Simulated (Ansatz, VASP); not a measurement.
Li: VASP beside Ansatz

```
Li
1.0
     0.00000    2.20200    2.20200
     2.20200    0.00000    2.20200
     2.20200    2.20200    0.00000
Li
1
Cartesian
  0.0000 0.0000 0.0000
```

Alike in both runs: task relaxation of cell and atoms; functional r2SCAN; k mesh 22 × 22 × 22; occupations fermi-dirac, width 0.08 eV; no spin polarisation.

```csv
,VASP,Ansatz
version,VASP 6.6.1,Ansatz 0.2.0
potentials or method,"VASP PAW PBE potentials, release 64 (Li_sv)","PAW with Ansatz's default frozen-core files, scalar-relativistic"
plane-wave cutoff (eV),600,500
valence electrons in the cell,3,3
```

|  | VASP | Ansatz | Ansatz less VASP |
| --- | --- | --- | --- |
| relaxed volume (Å³/atom) | 20.77 | 20.98 | +0.207 |
| relaxed length of the cell vector where the two differ most in proportion (Å) | 3.086 | 3.096 | +0.0102 |

VASP's potentials were made for PBE, not for r2SCAN.

Noted on VASP's run: the cutoff is under 1.25 times that of the potentials, so the pressure is a little rough.
